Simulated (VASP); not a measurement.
# Sb2As2C (Immm) in VASP: a series of runs

The runs below take Sb2As2C through single point, relaxation of cell and atoms, with PBE.

All numbers are computed with VASP 6.6.1; they aren't measurements. Logs are shortened: lines on timing, memory, paths and dates and some standing lists are left out, and cuts for length are marked.

## Step 1: The cell of the first run

It takes space group Immm (No. 71, orthorhombic). The conventional cell has a = 3.206 Å, b = 6.764 Å, c = 10.099 Å, α = 90.00°, β = 90.00°, γ = 90.00°. Within 3.4 Å of Sb (site symmetry mm2) lie 1 C at 2.56 Å and 6 As at 3.15 to 3.34 Å and 2 Sb at 3.21 Å. Within 2.4 Å of As (site symmetry m2m) lie 1 C at 1.83 Å. Within 2.4 Å of C (site symmetry mmm) lie 2 As at 1.83 Å.

## Step 2: Single point, PBE

Input file INCAR:

```
PREC = Accurate
ENCUT = 520
EDIFF = 1E-6
ISMEAR = 0
SIGMA = 0.1
LREAL = False
LASPH = True
NELM = 100
ALGO = Normal
ISIF = 2
LWAVE = False
LCHARG = False
GGA = PE
NBANDS = 20
```

Input file KPOINTS:

```
regular mesh
0
Gamma
  12 12 12
```

Input file POSCAR:

```
Sb2As2C
1.0
   -1.6031583024      3.3818624201      5.0495929889
    1.6031583024     -3.3818624201      5.0495929889
    1.6031583024      3.3818624201     -5.0495929889
Sb As C
2 2 1
Direct
    0.2466704828      0.7466704828      0.5000000000
    0.7533295172      0.2533295172      0.5000000000
    0.2292698969      0.0000000000      0.2292698969
    0.7707301031      0.0000000000      0.7707301031
    0.5000000000      0.0000000000      0.5000000000
```

Potentials or basis: VASP PAW PBE potentials, release 64 (Sb, As, C).

Command:

```console
> cat potpaw_PBE.64/Sb/POTCAR potpaw_PBE.64/As/POTCAR potpaw_PBE.64/C/POTCAR > POTCAR
> mpirun -np 1 vasp_std > vasp.out
```

OUTCAR:

```text
PREC = Accurate
   ENCUT = 520
   EDIFF = 1E-6
   ISMEAR = 0
   LREAL = False
   LASPH = True
   NELM = 100
   ISIF = 2
   GGA = PE

 ion  position               nearest neighbor table
   1  0.247  0.747  0.500-   5 2.56   3 3.15   4 3.15   4 3.34   3 3.34   3 3.34   4 3.34   2 3.74
                             2 3.74   2 3.74   2 3.74
   2  0.753  0.253  0.500-   5 2.56   4 3.15   3 3.15   3 3.34   4 3.34   4 3.34   3 3.34   1 3.74
                             1 3.74   1 3.74   1 3.74
   3  0.229  0.000  0.229-   5 1.83   1 3.15   2 3.15   2 3.34   1 3.34   1 3.34   2 3.34
   4  0.771  0.000  0.771-   5 1.83   2 3.15   1 3.15   1 3.34   2 3.34   2 3.34   1 3.34
   5  0.500  0.000  0.500-   3 1.83   4 1.83   1 2.56   2 2.56

  LATTYP: Found a body centered orthorhombic cell.
 ALAT       =     3.2063166048
 B/A-ratio  =     2.1094999883
 C/A-ratio  =     3.1497781481

  Lattice vectors:

 A1 = (  -1.6031583024,   3.3818624201,   5.0495929889)
 A2 = (   1.6031583024,  -3.3818624201,   5.0495929889)
 A3 = (   1.6031583024,   3.3818624201,  -5.0495929889)

Analysis of symmetry for initial positions (statically):
=====================================================================
 Subroutine PRICEL returns:
 Original cell was already a primitive cell.

 Routine SETGRP: Setting up the symmetry group for a
 body centered orthorhombic supercell.

 Subroutine GETGRP returns: Found  8 space group operations
 (whereof  8 operations were pure point group operations)
 out of a pool of  8 trial point group operations.

The static configuration has the point symmetry D_2h.

Analysis of symmetry for dynamics (positions and initial velocities):
=====================================================================
 Subroutine PRICEL returns:
 Original cell was already a primitive cell.

 Routine SETGRP: Setting up the symmetry group for a
 body centered orthorhombic supercell.

 Subroutine GETGRP returns: Found  8 space group operations
 (whereof  8 operations were pure point group operations)
 out of a pool of  8 trial point group operations.

The dynamic configuration has the point symmetry D_2h.

 Subroutine INISYM returns: Found  8 space group operations
 (whereof  8 operations are pure point group operations),
 and found     1 'primitive' translations

----------------------------------------------------------------------------------------

                                     Primitive cell

  volume of cell :     109.5087

  direct lattice vectors                    reciprocal lattice vectors
[... 95 lines left out ...]
   EDIFFG = 0.1E-04   stopping-criterion for IOM
   NSW    =      0    number of steps for IOM
   IBRION =     -1    ionic relax: 0-MD 1-quasi-New 2-CG
   NFREE  =      0    steps in history (QN), initial steepest desc. (CG)
   ISIF   =      2    stress and relaxation
   ISYM   =      2    0-nonsym 1-usesym 2-fastsym
   POTIM  = 0.5000    time-step for ionic-motion
   TEBEG  =    0.0;   TEEND  =   0.0 temperature during run
   PSTRESS=    0.0 pullay stress
   NELECT =      24.0000    total number of electrons
   NUPDOWN=      -1.0000    fix difference up-down
   EMIN   =  10.00;   EMAX   =-10.00  energy-range for DOS
   EFERMI =   0.00;   METHOD = LEGACY
   ISMEAR =     0;   SIGMA  =   0.10  broadening in eV -4-tet -1-fermi 0-gaus
   EFERMI_NEDOS =   21; number of points for ismear=-14 and -15
   IALGO  =     38    algorithm
   IMIX   =      4    mixing-type and parameters
     AMIX     =   0.40;   BMIX     =  1.00
     AMIX_MAG =   1.60;   BMIX_MAG =  1.00
  volume/ion in A,a.u.               =      21.90       147.80
  Fermi-wavevector in a.u.,A,eV,Ry     =   0.987027  1.865210 13.255098  0.974222
  Thomas-Fermi vector in A             =   2.118451
   LORBIT       =      0    0 simple, 1 ext, 2 COOP (PROOUT), +10 PAW based schemes
   GGA     = PE    functional components
   LHFCALC =     F    Hartree Fock is set to
   AEXX    =    0.0000 exact exchange contribution
   IVDW    =     0    specifies the selected vdW correction
   LEPSILON=     F    determine dielectric tensor
   LRPA    =     F    only Hartree local field effects (RPA)
 non-spin polarized calculation
 Gauss-broadening in eV      SIGMA  =   0.10
  energy-cutoff  :      520.00
  volume of cell :      109.51
 maximum number of plane-waves:      2979
   NGX = 23   NGY = 23   NGZ = 23

 number of electron      23.9999998 magnetization

 Free energy of the ion-electron system (eV)
  ---------------------------------------------------
  ext. energy  EPLUGINS =         0.00000000
  ---------------------------------------------------
  free energy    TOTEN  =       -22.58311843 eV

  energy without entropy =      -22.57022793  energy(sigma->0) =      -22.57667318

 E-fermi :   6.4619     XC(G=0): -10.0442

 val. band max:        6.4613641501   @ k =   0.1667   0.5000   0.0000
 cond. band min:       6.4621998938   @ k =   0.5000   0.1667   0.0833
 fundamental gap:      0.0008357437
 Fermi energy:         6.4619105820

 k-point     1 :       0.0000    0.0000    0.0000
  band No.  band energies     occupation
      1      -8.4284      2.00000
      2      -5.5290      2.00000
      3      -3.7923      2.00000
      4      -3.1908      2.00000
      5      -2.0710      2.00000
      6       0.3017      2.00000
[... 541 lines left out ...]
     19      11.0587      0.00000
     20      13.5642      0.00000

 [... further k-points ...]

------------------------ aborting loop because EDIFF is reached ----------------------------------------

  FORCE on cell =-STRESS in cart. coord.  units (eV):
  Direction    XX          YY          ZZ          XY          YZ          ZX
  --------------------------------------------------------------------------------------
  -------------------------------------------------------------------------------------
  Total       -0.0483221      0.4837301     -0.0629037      0.0000000      0.0000000      0.0000000
  in kB       -0.7069807      7.0772576     -0.9203190      0.0000000      0.0000000      0.0000000
  external PRESSURE =       1.8166526 kB  Pullay stress =       0.0000000 kB

 VOLUME and BASIS-vectors are now :
 -----------------------------------------------------------------------------
  energy-cutoff  :      520.00
  volume of cell :      109.51
      direct lattice vectors                 reciprocal lattice vectors
    -1.603158302  3.381862420  5.049592989     0.000000000  0.147847528  0.099017881
     1.603158302 -3.381862420  5.049592989     0.311884359  0.000000000  0.099017881
     1.603158302  3.381862420 -5.049592989     0.311884359  0.147847528  0.000000000

 POSITION                                       TOTAL-FORCE (eV/Angst)
 -----------------------------------------------------------------------------------
      1.60316      0.00000      2.49117         0.000000      0.000000      0.003266
      0.00000      3.38186      2.55842        -0.000000      0.000000     -0.003266
      0.00000      1.55072      0.00000         0.000000     -0.146553     -0.000000
      0.00000      5.21301      0.00000        -0.000000      0.146553      0.000000
      0.00000      3.38186      0.00000        -0.000000      0.000000     -0.000000
 -----------------------------------------------------------------------------------
    total drift:                               -0.000000     -0.000000      0.000000

  FREE ENERGIE OF THE ION-ELECTRON SYSTEM (eV)
  ---------------------------------------------------
  free  energy   TOTEN  =       -22.5831184322 eV

  energy  without entropy=      -22.5702279330  energy(sigma->0) =      -22.57667318
```

stdout:

```text
POSCAR found type information on POSCAR SbAsC
 POSCAR found :  3 types and       5 ions
 scaLAPACK will be used
 LDA part: xc-table for (Slater+PW92), standard interpolation
 POSCAR, INCAR and KPOINTS ok, starting setup
 FFT: planning ... GRIDC
 FFT: planning ... GRID_SOFT
 FFT: planning ... GRID
 WAVECAR not read
 entering main loop
```

Wall time 5.3 min (1 thread of Intel Xeon 6975P-C (Granite Rapids), shared host); peak memory 0.79 GiB.

What came out:

- Free energy: -22.5831 eV
- Pressure: 0.2 GPa
- Largest force: 0.147 eV/Å
- Band gap on the k mesh: zero (band 12 reaches 8.61 eV, above the bottom of band 13 at 5.37 eV)

Forces in eV/Å, atoms in the order of the input:
```
Sb   0.000  0.000  0.003
Sb   0.000  0.000 -0.003
As   0.000 -0.147  0.000
As   0.000  0.147  0.000
C    0.000  0.000  0.000
```

Levels at points of the mesh, in eV from the Fermi level:
```tsv
k point	band 9	band 10	band 11	band 12	band 13	band 14	band 15	band 16
(0.00, 0.00, 0.00)	-1.08	0.20	1.16	2.11	2.37	2.46	2.53	3.27
(0.50, 0.00, 0.00)	-2.20	-1.38	-1.07	1.65	1.95	2.58	3.15	4.28
(0.00, 0.50, 0.00)	-3.08	-2.75	-2.59	-1.95	-0.60	-0.46	0.55	1.82
(0.50, 0.50, 0.00)	-3.67	-3.65	-2.50	-0.72	-0.43	0.80	1.12	1.57
(0.50, 0.50, 0.50)	-2.19	-1.24	-0.85	-0.66	1.67	2.02	2.58	3.13
```

Caveat: spin-orbit coupling is left out, which moves the levels of the heavy elements.

## Step 3: Single point, PBE

This run uses another cell than the first one, of 22.87 Å³/atom, 1.044 times its volume.

Input file INCAR:

```
ALGO     = Normal         # electronic algorithm
EDIFF    = 1E-7           # SCF threshold, eV
ENCUT    = 520            # plane-wave cutoff, eV
GGA      = PE             # functional
ISIF     = 2              # what is computed and relaxed
ISMEAR   = 0              # smearing method
LASPH    = T              # aspherical terms in the spheres
LCHARG   = F              # write CHGCAR
LREAL    = F              # projectors in reciprocal space
LWAVE    = F              # write WAVECAR
NBANDS   = 20             # bands
NELM     = 100            # most SCF steps
PREC     = Accurate       # precision mode
SIGMA    = 0.1            # smearing width, eV
```

Input file KPOINTS:

```
k-points
0
Gamma
  6 6 6
```

Input file POSCAR:

```
Sb2As2C
1.0
   -1.8949843271      3.4035540291      4.4330359814
    1.8949843271     -3.4035540291      4.4330359814
    1.8949843271      3.4035540291     -4.4330359814
Sb As C
2 2 1
Direct
    0.2122322223      0.7122322223      0.5000000000
    0.7877677777      0.2877677777      0.5000000000
    0.2265804290      0.0000000000      0.2265804290
    0.7734195710      0.0000000000      0.7734195710
    0.5000000000      0.0000000000      0.5000000000
```

Potentials or basis: VASP PAW PBE potentials, release 64 (Sb, As, C).

Command:

```console
> cat potpaw_PBE.64/Sb/POTCAR potpaw_PBE.64/As/POTCAR potpaw_PBE.64/C/POTCAR > POTCAR
> mpirun -np 1 vasp_std > vasp.out
```

Run time: 71 s. Hardware: 1 thread of Intel Xeon 6975P-C (Granite Rapids), shared host; peak memory 0.37 GiB.

It converged, with:

* Free energy: -22.4618 eV
* Pressure: 0.1 GPa
* Largest force: 0.116 eV/Å
* Band gap on the k mesh: zero (band 12 reaches 7.07 eV, above the bottom of band 13 at 5.15 eV)

Forces on the atoms (eV/Å):
```
Sb   0.000  0.000 -0.024
Sb   0.000  0.000  0.024
As   0.000 -0.116  0.000
As   0.000  0.116  0.000
C    0.000  0.000  0.000
```

Stress tensor (GPa, compression positive):
```
 0.03  0.00  0.00
 0.00  0.41  0.00
 0.00  0.00 -0.10
```

Levels at points of the mesh, in eV from the Fermi level:
| k point | band 9 | band 10 | band 11 | band 12 | band 13 | band 14 | band 15 | band 16 |
| --- | --- | --- | --- | --- | --- | --- | --- | --- |
| (0.00, 0.00, 0.00) | -2.38 | -0.51 | -0.15 | 0.17 | 0.52 | 2.11 | 2.17 | 2.18 |
| (0.50, 0.00, 0.00) | -1.97 | -1.74 | -1.61 | -0.43 | 1.54 | 1.67 | 2.66 | 2.91 |
| (0.00, 0.50, 0.00) | -3.06 | -2.11 | -1.72 | -1.36 | -0.86 | 0.48 | 1.18 | 1.94 |
| (0.50, 0.50, 0.00) | -3.71 | -2.93 | -0.88 | -0.37 | -0.11 | 0.53 | 1.04 | 1.52 |
| (0.50, 0.50, 0.50) | -1.62 | -1.08 | -0.50 | 0.37 | 0.59 | 0.68 | 1.45 | 1.83 |

Caveat: spin-orbit coupling is left out, which moves the levels of the heavy elements.

[end of part 1 of 3]
